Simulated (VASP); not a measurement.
# MgO (CsCl type) (Pm-3m) in VASP: a series of runs

MgO (CsCl type) is run at these levels: PBE; tasks: single point, relaxation of cell and atoms.

Program: VASP 6.6.1. These are calculated values, not measurements. Logs are shortened: lines on timing, memory, paths and dates and some standing lists are left out, and cuts for length are marked.

## Step 1: The cell of the first run

It takes space group Pm-3m (No. 221, cubic). Conventional cell: a = 2.660 Å, b = 2.660 Å, c = 2.660 Å, α = 90.00°, β = 90.00°, γ = 90.00°. Within 3.0 Å of Mg (site symmetry m-3m) lie 8 O at 2.30 Å and 6 Mg at 2.66 Å. O (site symmetry m-3m) has 8 Mg at 2.30 Å and 6 O at 2.66 Å within 3.0 Å.

## Step 2: Single point, PBE

INCAR reads:

```
  ALGO = Normal
  EDIFF = 1E-7
  ENCUT = 520
  GGA = PE
  ISIF = 2
  ISMEAR = -1
  LASPH = True
  LCHARG = False
  LREAL = False
  LWAVE = False
  NBANDS = 11
  NELM = 100
  PREC = Accurate
  SIGMA = 0.08
```

KPOINTS reads:

```
k-points
0
Gamma
  14 14 14
```

POSCAR reads:

```
MgO
1.0
    2.6598878752      0.0000000000      0.0000000000
    0.0000000000      2.6598878752      0.0000000000
    0.0000000000      0.0000000000      2.6598878752
Mg O
1 1
Direct
    0.0000000000      0.0000000000      0.0000000000
    0.5000000000      0.5000000000      0.5000000000
```

Potentials or basis: VASP PAW PBE potentials, release 64 (Mg, O).

Started as:

```console
> cat potpaw_PBE.64/Mg/POTCAR potpaw_PBE.64/O/POTCAR > POTCAR
> mpirun -np 1 vasp_std > vasp.out
```

OUTCAR:

```text
EDIFF = 1E-7
   ENCUT = 520
   GGA = PE
   ISIF = 2
   ISMEAR = -1
   LASPH = True
   LREAL = False
   NELM = 100
   PREC = Accurate

 ion  position               nearest neighbor table
   1  0.000  0.000  0.000-   2 2.30   2 2.30   2 2.30   2 2.30   2 2.30   2 2.30   2 2.30   2 2.30

   2  0.500  0.500  0.500-   1 2.30   1 2.30   1 2.30   1 2.30   1 2.30   1 2.30   1 2.30   1 2.30

  LATTYP: Found a simple cubic cell.
 ALAT       =     2.6598878752

  Lattice vectors:

 A1 = (   2.6598878752,   0.0000000000,   0.0000000000)
 A2 = (   0.0000000000,   2.6598878752,   0.0000000000)
 A3 = (   0.0000000000,   0.0000000000,   2.6598878752)

Analysis of symmetry for initial positions (statically):
=====================================================================
 Subroutine PRICEL returns:
 Original cell was already a primitive cell.

 Routine SETGRP: Setting up the symmetry group for a
 simple cubic supercell.

 Subroutine GETGRP returns: Found 48 space group operations
 (whereof 48 operations were pure point group operations)
 out of a pool of 48 trial point group operations.

The static configuration has the point symmetry O_h .

Analysis of symmetry for dynamics (positions and initial velocities):
=====================================================================
 Subroutine PRICEL returns:
 Original cell was already a primitive cell.

 Routine SETGRP: Setting up the symmetry group for a
 simple cubic supercell.

 Subroutine GETGRP returns: Found 48 space group operations
 (whereof 48 operations were pure point group operations)
 out of a pool of 48 trial point group operations.

The dynamic configuration has the point symmetry O_h .

 Subroutine INISYM returns: Found 48 space group operations
 (whereof 48 operations are pure point group operations),
 and found     1 'primitive' translations

----------------------------------------------------------------------------------------

                                     Primitive cell

  volume of cell :      18.8187

  direct lattice vectors                    reciprocal lattice vectors
     2.659887875  0.000000000  0.000000000     0.375955697  0.000000000  0.000000000
     0.000000000  2.659887875  0.000000000     0.000000000  0.375955697  0.000000000
     0.000000000  0.000000000  2.659887875     0.000000000  0.000000000  0.375955697

  length of vectors
     2.659887875  2.659887875  2.659887875     0.375955697  0.375955697  0.375955697

  position of ions in fractional coordinates (direct lattice)
     0.000000000  0.000000000  0.000000000
     0.500000000  0.500000000  0.500000000

  ion indices of the primitive-cell ions
   primitive index   ion index
                 1           1
                 2           2

----------------------------------------------------------------------------------------

 KPOINTS: k-points

Automatic generation of k-mesh.
 Grid dimensions read from file:
 generate k-points for:   14   14   14

 Generating k-lattice:

  Cartesian coordinates                     Fractional coordinates (reciprocal lattice)
     0.026853978  0.000000000  0.000000000     0.071428571  0.000000000  0.000000000
     0.000000000  0.026853978  0.000000000     0.000000000  0.071428571  0.000000000
     0.000000000  0.000000000  0.026853978     0.000000000  0.000000000  0.071428571

  Length of vectors
     0.026853978  0.026853978  0.026853978

  Shift w.r.t. Gamma in fractional coordinates (k-lattice)
     0.000000000  0.000000000  0.000000000

 Subroutine IBZKPT returns following result:
 ===========================================

 Found    120 irreducible k-points:

 Following reciprocal coordinates:
            Coordinates               Weight
  0.000000  0.000000  0.000000      1.000000
  0.071429  0.000000  0.000000      6.000000
  0.142857  0.000000  0.000000      6.000000
  0.214286  0.000000  0.000000      6.000000
  0.285714  0.000000  0.000000      6.000000
  0.357143  0.000000  0.000000      6.000000
[... 16 lines left out ...]
  0.285714  0.214286  0.000000     24.000000
  0.357143  0.214286  0.000000     24.000000
 [... further k-points ...]
   k-points           NKPTS =    120   k-points in BZ     NKDIM =    120   number of bands    NBANDS=     11
   number of dos      NEDOS =    301   number of ions     NIONS =      2
   total plane-waves  NPLWV =   8000
   dimension x,y,z NGX =    20 NGY =   20 NGZ =   20
   dimension x,y,z NGXF=    40 NGYF=   40 NGZF=   40
   ions per type =               1   1
   NGX,Y,Z   is equivalent  to a cutoff of  12.50, 12.50, 12.50 a.u.
   NGXF,Y,Z  is equivalent  to a cutoff of  25.00, 25.00, 25.00 a.u.
 SYSTEM =  unknown system
   PREC   = accura    normal or accurate (medium, high low for compatibility)
   ISTART =      0    job   : 0-new  1-cont  2-samecut
   ICHARG =      2    charge: 1-file 2-atom 10-const
   ISPIN  =      1    spin polarized calculation?
   LNONCOLLINEAR =      F non collinear calculations
   LSORBIT =      F    spin-orbit coupling
   LASPH  =      T    aspherical Exc in radial PAW
   ENCUT  =  520.0 eV  38.22 Ry    6.18 a.u.   4.95  4.95  4.95*2*pi/ulx,y,z
   NELM   =    100;   NELMIN=  2; NELMDL= -5     # of ELM steps
   EDIFF  = 0.1E-06   stopping-criterion for ELM
   LREAL  =      F    real-space projection
   EDIFFG = 0.1E-05   stopping-criterion for IOM
   NSW    =      0    number of steps for IOM
   IBRION =     -1    ionic relax: 0-MD 1-quasi-New 2-CG
   NFREE  =      0    steps in history (QN), initial steepest desc. (CG)
   ISIF   =      2    stress and relaxation
   ISYM   =      2    0-nonsym 1-usesym 2-fastsym
   POTIM  = 0.5000    time-step for ionic-motion
   TEBEG  =    0.0;   TEEND  =   0.0 temperature during run
   PSTRESS=    0.0 pullay stress
   NELECT =       8.0000    total number of electrons
   NUPDOWN=      -1.0000    fix difference up-down
   EMIN   =  10.00;   EMAX   =-10.00  energy-range for DOS
   EFERMI =   0.00;   METHOD = LEGACY
   ISMEAR =    -1;   SIGMA  =   0.08  broadening in eV -4-tet -1-fermi 0-gaus
   EFERMI_NEDOS =   21; number of points for ismear=-14 and -15
   IALGO  =     38    algorithm
   IMIX   =      4    mixing-type and parameters
     AMIX     =   0.40;   BMIX     =  1.00
     AMIX_MAG =   1.60;   BMIX_MAG =  1.00
  volume/ion in A,a.u.               =       9.41        63.50
  Fermi-wavevector in a.u.,A,eV,Ry     =   1.230953  2.326164 20.616166  1.515245
  Thomas-Fermi vector in A             =   2.365782
   LORBIT       =      0    0 simple, 1 ext, 2 COOP (PROOUT), +10 PAW based schemes
   GGA     = PE    functional components
   LHFCALC =     F    Hartree Fock is set to
   AEXX    =    0.0000 exact exchange contribution
   IVDW    =     0    specifies the selected vdW correction
   LEPSILON=     F    determine dielectric tensor
   LRPA    =     F    only Hartree local field effects (RPA)
 non-spin polarized calculation
  energy-cutoff  :      520.00
  volume of cell :       18.82
 maximum number of plane-waves:       520
 NGX is ok and might be reduce to    20
   NGX =  9   NGY =  9   NGZ =  9

 number of electron       7.9999994 magnetization

 Free energy of the ion-electron system (eV)
  ---------------------------------------------------
  ext. energy  EPLUGINS =         0.00000000
  ---------------------------------------------------
  free energy    TOTEN  =       -10.40091001 eV

  energy without entropy =      -10.40091000  energy(sigma->0) =      -10.40091000

 E-fermi :   6.0029     XC(G=0): -11.1711

 val. band max:        4.7420357955   @ k =   0.5000   0.5000   0.0000
 cond. band min:       6.9892145791   @ k =   0.0000   0.0000   0.0000
 fundamental gap:      2.2471787836
 Fermi energy:         6.0028979634

 k-point     1 :       0.0000    0.0000    0.0000
  band No.  band energies     occupation
      1     -13.5697      2.00000
      2       3.7682      2.00000
      3       3.7682      2.00000
      4       3.7682      2.00000
      5       6.9892      0.00001
      6      15.1317      0.00000
      7      15.1317      0.00000
      8      24.5550      0.00000
      9      24.5550      0.00000
     10      24.5550      0.00000
     11      31.8455      0.00000

 k-point     2 :       0.0714    0.0000    0.0000
  band No.  band energies     occupation
      1     -13.5214      2.00000
      2       3.2967      2.00000
      3       3.7887      2.00000
      4       3.7887      2.00000
      5       7.3482      0.00000
      6      15.2305      0.00000
      7      15.2357      0.00000
      8      24.4736      0.00000
      9      24.4736      0.00000
     10      24.6496      0.00000
     11      31.3122      0.00000

 k-point     3 :       0.1429    0.0000    0.0000
  band No.  band energies     occupation
      1     -13.3822      2.00000
      2       2.2765      2.00000
      3       3.8469      2.00000
      4       3.8469      2.00000
      5       8.0800      0.00000
      6      15.4195      0.00000
      7      15.5468      0.00000
      8      24.2288      0.00000
      9      24.2288      0.00000
     10      25.0228      0.00000
     11      30.2869      0.00000

 k-point     4 :       0.2143    0.0000    0.0000
  band No.  band energies     occupation
      1     -13.1705      2.00000
      2       1.1314      2.00000
      3       3.9326      2.00000
      4       3.9326      2.00000
      5       8.8815      0.00000
      6      15.4673      0.00000
      7      16.0610      0.00000
      8      23.8354      0.00000
      9      23.8354      0.00000
     10      25.8583      0.00000
     11      28.4934      0.00000

 k-point     5 :       0.2857    0.0000    0.0000
  band No.  band energies     occupation
      1     -12.9177      2.00000
      2       0.0621      2.00000
      3       4.0303      2.00000
      4       4.0303      2.00000
      5       9.6882      0.00000
      6      15.2222      0.00000
      7      16.7687      0.00000
      8      23.3559      0.00000
      9      23.3559      0.00000
     10      26.2931      0.00000
     11      27.2446      0.00000
[... 211 lines left out ...]
 k-point    21 :       0.5000    0.1429    0.0000
  band No.  band energies     occupation
      1     -12.2796      2.00000
      2      -1.3065      2.00000
      3       3.2463      2.00000
      4       4.3029      2.00000
      5      12.3739      0.00000
      6      13.3192      0.00000
      7      17.4370      0.00000
      8      21.8524      0.00000
      9      22.6455      0.00000
     10      24.7954      0.00000
     11      26.9555      0.00000

 k-point    22 :       0.2143    0.2143    0.0000
  band No.  band energies     occupation
      1     -12.8046      2.00000
      2       1.1361      2.00000
      3       2.0640      2.00000
      4       4.1098      2.00000
      5      10.3776      0.00000
      6      15.3819      0.00000
      7      16.1765      0.00000
      8      22.9192      0.00000
      9      23.7517      0.00000
     10      25.1045      0.00000
     11      27.1148      0.00000

 k-point    23 :       0.2857    0.2143    0.0000
  band No.  band energies     occupation
      1     -12.5746      2.00000
      2       0.4513      2.00000
      3       1.9987      2.00000
      4       4.2152      2.00000
      5      11.0324      0.00000
      6      14.8426      0.00000
      7      16.3782      0.00000
      8      22.6998      0.00000
      9      23.5506      0.00000
     10      24.7121      0.00000
     11      26.4758      0.00000

 k-point    24 :       0.3571    0.2143    0.0000
  band No.  band energies     occupation
      1     -12.3514      2.00000
      2      -0.2987      2.00000
      3       2.1683      2.00000
      4       4.3128      2.00000
      5      11.6446      0.00000
      6      14.1760      0.00000
      7      16.5887      0.00000
      8      22.0988      0.00000
      9      23.2445      0.00000
     10      25.1673      0.00000
     11      26.1640      0.00000

 [... further k-points ...]
[... 5 lines left out ...]
  --------------------------------------------------------------------------------------
  -------------------------------------------------------------------------------------
  Total       -0.0854834     -0.0854834     -0.0854834      0.0000000      0.0000000     -0.0000000
  in kB       -7.2778354     -7.2778354     -7.2778354      0.0000000      0.0000000     -0.0000000
  external PRESSURE =      -7.2778354 kB  Pullay stress =       0.0000000 kB

 VOLUME and BASIS-vectors are now :
 -----------------------------------------------------------------------------
  energy-cutoff  :      520.00
  volume of cell :       18.82
      direct lattice vectors                 reciprocal lattice vectors
     2.659887875  0.000000000  0.000000000     0.375955697  0.000000000  0.000000000
     0.000000000  2.659887875  0.000000000     0.000000000  0.375955697  0.000000000
     0.000000000  0.000000000  2.659887875     0.000000000  0.000000000  0.375955697

 POSITION                                       TOTAL-FORCE (eV/Angst)
 -----------------------------------------------------------------------------------
      0.00000      0.00000      0.00000         0.000000      0.000000      0.000000
      1.32994      1.32994      1.32994         0.000000      0.000000      0.000000
 -----------------------------------------------------------------------------------
    total drift:                                0.000000      0.000000      0.000000

  FREE ENERGIE OF THE ION-ELECTRON SYSTEM (eV)
  ---------------------------------------------------
  free  energy   TOTEN  =       -10.4009100073 eV

  energy  without entropy=      -10.4009099986  energy(sigma->0) =      -10.40091000
```

Run time: 7.9 s. Hardware: 1 thread of Intel Xeon 6975P-C (Granite Rapids), shared host; peak memory 0.14 GiB.

What came out:

```yaml
Free_energy: -10.4009 eV
Pressure: -0.7 GPa
Band_gap_on_the_k_mesh: 2.25 eV, indirect (least direct gap 3.22 eV)
```

(Part 1 of 2 ends here.)
